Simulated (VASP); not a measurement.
# CuO (F-43m) in VASP: settings compared

CuO is run at these levels: LDA, PBE, PBEsol+U; tasks: relaxation of cell and atoms.

Program: VASP 6.6.1. These are calculated values, not measurements. Logs are shortened: lines on timing, memory, paths and dates and some standing lists are left out, and cuts for length are marked.

**1. The cell of the first run**

It takes space group F-43m (No. 216, cubic). Conventional cell: a = 4.655 Å, b = 4.655 Å, c = 4.655 Å, α = 90.00°, β = 90.00°, γ = 90.00°. Within 2.7 Å of Cu (site symmetry -43m) lie 4 O at 2.02 Å. Within 2.7 Å of O (site symmetry -43m) lie 4 Cu at 2.02 Å.

**2. Relaxation of cell and atoms, LDA**

INCAR

```
PREC     = Accurate       # precision mode
ENCUT    = 600            # plane-wave cutoff, eV
EDIFF    = 1E-7           # SCF threshold, eV
ISMEAR   = -1             # smearing method
SIGMA    = 0.05           # smearing width, eV
LREAL    = F              # projectors in reciprocal space
LASPH    = T              # aspherical terms in the spheres
NELM     = 80             # most SCF steps
ALGO     = Normal         # electronic algorithm
ISIF     = 3              # what is computed and relaxed
LWAVE    = F              # write WAVECAR
LCHARG   = F              # write CHGCAR
IBRION   = 2              # ionic algorithm
NSW      = 60             # ionic steps
EDIFFG   = -0.01          # ionic threshold
```

KPOINTS

```
regular mesh
0
Gamma
  10 10 10
```

POSCAR

```
CuO
1.0
    0.0000000000      2.3272527300      2.3272527300
    2.3272527300      0.0000000000      2.3272527300
    2.3272527300      2.3272527300      0.0000000000
Cu O
1 1
Direct
    0.0000000000      0.0000000000      0.0000000000
    0.2500000000      0.2500000000      0.2500000000
```

Potentials or basis: VASP PAW LDA potentials, release 64 (Cu, O).

On the command line:

```sh
$ cat potpaw_LDA.64/Cu/POTCAR potpaw_LDA.64/O/POTCAR > POTCAR
$ mpirun -np 1 vasp_std > vasp.out
```

OUTCAR:

```text
PREC = Accurate
   ENCUT = 600
   EDIFF = 1E-7
   ISMEAR = -1
   LREAL = F
   LASPH = T
   NELM = 80
   ISIF = 3
   IBRION = 2
   NSW = 60
   EDIFFG = -0.01

 ion  position               nearest neighbor table
   1  0.000  0.000  0.000-   2 2.02   2 2.02   2 2.02   2 2.02
   2  0.250  0.250  0.250-   1 2.02   1 2.02   1 2.02   1 2.02

  LATTYP: Found a face centered cubic cell.
 ALAT       =     4.6545054600

  Lattice vectors:

 A1 = (   0.0000000000,   2.3272527300,   2.3272527300)
 A2 = (   2.3272527300,   0.0000000000,   2.3272527300)
 A3 = (   2.3272527300,   2.3272527300,   0.0000000000)

Analysis of symmetry for initial positions (statically):
=====================================================================
 Subroutine PRICEL returns:
 Original cell was already a primitive cell.

 Routine SETGRP: Setting up the symmetry group for a
 face centered cubic supercell.

 Subroutine GETGRP returns: Found 24 space group operations
 (whereof 24 operations were pure point group operations)
 out of a pool of 48 trial point group operations.

The static configuration has the point symmetry T_d .

Analysis of symmetry for dynamics (positions and initial velocities):
=====================================================================
 Subroutine PRICEL returns:
 Original cell was already a primitive cell.

 Routine SETGRP: Setting up the symmetry group for a
 face centered cubic supercell.

 Subroutine GETGRP returns: Found 24 space group operations
 (whereof 24 operations were pure point group operations)
 out of a pool of 48 trial point group operations.

The dynamic configuration has the point symmetry T_d .

 Subroutine INISYM returns: Found 24 space group operations
 (whereof 24 operations are pure point group operations),
 and found     1 'primitive' translations

----------------------------------------------------------------------------------------

                                     Primitive cell

  volume of cell :      25.2093

  direct lattice vectors                    reciprocal lattice vectors
     0.000000000  2.327252730  2.327252730    -0.214845596  0.214845596  0.214845596
     2.327252730  0.000000000  2.327252730     0.214845596 -0.214845596  0.214845596
     2.327252730  2.327252730  0.000000000     0.214845596  0.214845596 -0.214845596

  length of vectors
     3.291232374  3.291232374  3.291232374     0.372123488  0.372123488  0.372123488

  position of ions in fractional coordinates (direct lattice)
     0.000000000  0.000000000  0.000000000
     0.250000000  0.250000000  0.250000000

  ion indices of the primitive-cell ions
   primitive index   ion index
                 1           1
                 2           2

----------------------------------------------------------------------------------------

 KPOINTS: regular mesh

Automatic generation of k-mesh.
 Grid dimensions read from file:
 generate k-points for:   10   10   10

 Generating k-lattice:

  Cartesian coordinates                     Fractional coordinates (reciprocal lattice)
    -0.021484560  0.021484560  0.021484560     0.100000000  0.000000000  0.000000000
     0.021484560 -0.021484560  0.021484560     0.000000000  0.100000000  0.000000000
     0.021484560  0.021484560 -0.021484560     0.000000000  0.000000000  0.100000000

  Length of vectors
     0.037212349  0.037212349  0.037212349

  Shift w.r.t. Gamma in fractional coordinates (k-lattice)
     0.000000000  0.000000000  0.000000000

 Subroutine IBZKPT returns following result:
 ===========================================

 Found     47 irreducible k-points:

 Following reciprocal coordinates:
            Coordinates               Weight
  0.000000  0.000000  0.000000      1.000000
  0.100000  0.000000  0.000000      8.000000
  0.200000  0.000000  0.000000      8.000000
  0.300000  0.000000  0.000000      8.000000
  0.400000  0.000000  0.000000      8.000000
  0.500000  0.000000  0.000000      4.000000
[... 16 lines left out ...]
  0.300000  0.300000  0.000000      6.000000
  0.400000  0.300000  0.000000     24.000000
 [... further k-points ...]
   k-points           NKPTS =     47   k-points in BZ     NKDIM =     47   number of bands    NBANDS=     12
   number of dos      NEDOS =    301   number of ions     NIONS =      2
   total plane-waves  NPLWV =  21952
   dimension x,y,z NGX =    28 NGY =   28 NGZ =   28
   dimension x,y,z NGXF=    56 NGYF=   56 NGZF=   56
   ions per type =               1   1
   NGX,Y,Z   is equivalent  to a cutoff of  14.14, 14.14, 14.14 a.u.
   NGXF,Y,Z  is equivalent  to a cutoff of  28.29, 28.29, 28.29 a.u.
 SYSTEM =  unknown system
   PREC   = accura    normal or accurate (medium, high low for compatibility)
   ISTART =      0    job   : 0-new  1-cont  2-samecut
   ICHARG =      2    charge: 1-file 2-atom 10-const
   ISPIN  =      1    spin polarized calculation?
   LNONCOLLINEAR =      F non collinear calculations
   LSORBIT =      F    spin-orbit coupling
   LASPH  =      T    aspherical Exc in radial PAW
   ENCUT  =  600.0 eV  44.10 Ry    6.64 a.u.   6.57  6.57  6.57*2*pi/ulx,y,z
   NELM   =     80;   NELMIN=  2; NELMDL= -5     # of ELM steps
   EDIFF  = 0.1E-06   stopping-criterion for ELM
   LREAL  =      F    real-space projection
   EDIFFG = -.1E-01   stopping-criterion for IOM
   NSW    =     60    number of steps for IOM
   IBRION =      2    ionic relax: 0-MD 1-quasi-New 2-CG
   NFREE  =      1    steps in history (QN), initial steepest desc. (CG)
   ISIF   =      3    stress and relaxation
   ISYM   =      2    0-nonsym 1-usesym 2-fastsym
   POTIM  = 0.5000    time-step for ionic-motion
   TEBEG  =    0.0;   TEEND  =   0.0 temperature during run
   PSTRESS=    0.0 pullay stress
   NELECT =      17.0000    total number of electrons
   NUPDOWN=      -1.0000    fix difference up-down
   EMIN   =  10.00;   EMAX   =-10.00  energy-range for DOS
   EFERMI =   0.00;   METHOD = LEGACY
   ISMEAR =    -1;   SIGMA  =   0.05  broadening in eV -4-tet -1-fermi 0-gaus
   EFERMI_NEDOS =   21; number of points for ismear=-14 and -15
   IALGO  =     38    algorithm
   IMIX   =      4    mixing-type and parameters
     AMIX     =   0.40;   BMIX     =  1.00
     AMIX_MAG =   1.60;   BMIX_MAG =  1.00
  volume/ion in A,a.u.               =      12.60        85.06
  Fermi-wavevector in a.u.,A,eV,Ry     =   1.435614  2.712916 28.041426  2.060987
  Thomas-Fermi vector in A             =   2.554893
   LORBIT       =      0    0 simple, 1 ext, 2 COOP (PROOUT), +10 PAW based schemes
   GGA     = CA    functional components
   LHFCALC =     F    Hartree Fock is set to
   AEXX    =    0.0000 exact exchange contribution
   IVDW    =     0    specifies the selected vdW correction
   LEPSILON=     F    determine dielectric tensor
   LRPA    =     F    only Hartree local field effects (RPA)
 conjugate gradient relaxation of ions
 non-spin polarized calculation
  energy-cutoff  :      600.00
  volume of cell :       25.21
 maximum number of plane-waves:       869
 NGX is ok and might be reduce to    28
   NGX = 13   NGY = 13   NGZ = 13

--------------------------------------- Ionic step        1  -------------------------------------------

 number of electron      16.9999993 magnetization

 Free energy of the ion-electron system (eV)
  ---------------------------------------------------
  ext. energy  EPLUGINS =         0.00000000
  ---------------------------------------------------
  free energy    TOTEN  =       -11.06720848 eV

  energy without entropy =      -11.04395705  energy(sigma->0) =      -11.05558276

 E-fermi :   2.6941     XC(G=0): -11.1298

 val. band max:        2.6928240182   @ k =   0.5000   0.0000   0.0000
 cond. band min:       2.7246414720   @ k =  -0.4000   0.1000   0.0000
 fundamental gap:      0.0318174539
 Fermi energy:         2.6940535746

 k-point     1 :       0.0000    0.0000    0.0000
  band No.  band energies     occupation
      1     -15.2384      2.00000
      2      -1.6808      2.00000
      3      -1.6808      2.00000
      4      -1.6808      2.00000
      5       0.8545      2.00000
      6       0.8545      2.00000
      7       3.4214      0.00000
      8       3.4214      0.00000
      9       3.4214      0.00000
     10       3.5619      0.00000
     11      16.3591      0.00000
     12      16.3591      0.00000

 k-point     2 :       0.1000    0.0000    0.0000
  band No.  band energies     occupation
      1     -15.1862      2.00000
      2      -1.8280      2.00000
      3      -1.6530      2.00000
      4      -1.6530      2.00000
      5       0.8455      2.00000
      6       0.8455      2.00000
      7       2.9141      0.02422
      8       3.3631      0.00000
      9       3.3631      0.00000
     10       4.2597      0.00000
     11      15.4808      0.00000
     12      16.4351      0.00000
[... 388 lines left out ...]
 POSITION                                       TOTAL-FORCE (eV/Angst)
 -----------------------------------------------------------------------------------
      2.14819      4.29639      2.14819         0.000000      0.000000      0.000000
      1.07410      1.07410      1.07410        -0.000000     -0.000000     -0.000000
 -----------------------------------------------------------------------------------
    total drift:                               -0.000001     -0.000001     -0.000001

  FREE ENERGIE OF THE ION-ELECTRON SYSTEM (eV)
  ---------------------------------------------------
  free  energy   TOTEN  =       -11.2993975276 eV

  energy  without entropy=      -11.2812221337  energy(sigma->0) =      -11.29030983

--------------------------------------- Ionic step        3  -------------------------------------------

 number of electron      16.9999994 magnetization

 Free energy of the ion-electron system (eV)
  ---------------------------------------------------
  ext. energy  EPLUGINS =         0.00000000
  ---------------------------------------------------
  free energy    TOTEN  =       -11.36103600 eV

  energy without entropy =      -11.34104479  energy(sigma->0) =      -11.35104039

 E-fermi :   4.6754     XC(G=0): -12.0421

 val. band max:        4.6668705230   @ k =   0.2000   0.2000   0.0000
 cond. band min:       4.6950724403   @ k =  -0.4000   0.1000   0.0000
 fundamental gap:      0.0282019173
 Fermi energy:         4.6754493060

 k-point     1 :       0.0000    0.0000    0.0000
  band No.  band energies     occupation
      1     -14.5624      2.00000
      2      -0.8065      2.00000
      3      -0.8065      2.00000
      4      -0.8065      2.00000
      5       2.3935      2.00000
      6       2.3935      2.00000
      7       5.5760      0.00000
      8       5.5760      0.00000
      9       5.5760      0.00000
     10       5.7739      0.00000
     11      19.3842      0.00000
     12      19.3842      0.00000

 k-point     2 :       0.1000    0.0000    0.0000
  band No.  band energies     occupation
      1     -14.4884      2.00000
      2      -0.9763      2.00000
      3      -0.7712      2.00000
      4      -0.7712      2.00000
      5       2.3803      2.00000
      6       2.3803      2.00000
      7       5.0450      0.00123
      8       5.5040      0.00000
      9       5.5040      0.00000
     10       6.4884      0.00000
     11      18.4299      0.00000
     12      19.4894      0.00000
[... 352 lines left out ...]
 POSITION                                       TOTAL-FORCE (eV/Angst)
 -----------------------------------------------------------------------------------
      0.00000     -0.00000      0.00000        -0.000000     -0.000000     -0.000000
      1.09961      1.09961      1.09961         0.000000      0.000000      0.000000
 -----------------------------------------------------------------------------------
    total drift:                               -0.000000     -0.000000     -0.000001

  FREE ENERGIE OF THE ION-ELECTRON SYSTEM (eV)
  ---------------------------------------------------
  free  energy   TOTEN  =       -11.3610360041 eV

  energy  without entropy=      -11.3410447850  energy(sigma->0) =      -11.35104039

 reached required accuracy - stopping structural energy minimisation
```

Wall time 52 s (1 thread of Intel Xeon Platinum 8259CL at 2.50GHz (Skylake/Cascade Lake), shared host); peak memory 0.16 GiB.

What came out:

- Free energy: -11.3610 eV
- Relaxed volume: 10.64 Å³/atom
- Relaxed cell: a = 3.110 Å, b = 3.110 Å, c = 3.110 Å, α = 60.00°, β = 60.00°, γ = 60.00°
- Space group after relaxing (to 0.05 Å): F-43m (No. 216)
- Energy gained by relaxing: 146.9 meV/atom
- Ionic steps: 3
- Pressure after relaxing: -0.1 GPa

The path:
```tsv
step	energy change (eV)	largest force (eV/Å)	pressure (GPa)	volume (Å³)
1	0.0000	0.0000	-20.27	25.21
2	-0.2322	0.0000	14.73	19.83
3	-0.2938	0.0000	-0.09	21.27
```

Final structure:
```
Cu O
1.0
     0.00000    2.19922    2.19922
     2.19922    0.00000    2.19922
     2.19922    2.19922    0.00000
Cu O
1 1
Direct
  0.00000 0.00000 0.00000
  0.25000 0.25000 0.25000
```

Caveat: the volume moved by over 15 % at a fixed basis, so the end points are rough; an odd number of electrons without spin polarisation forces a metal; a magnetic or distorted state may lie lower; semilocal functionals often make such compounds metallic where correlation or magnetic order opens a gap, which also shifts bond lengths. With open d or f shells a metallic result of LDA can be an artefact of self-interaction; +U or a hybrid may open a gap.

(Part 1 of 3 ends here.)
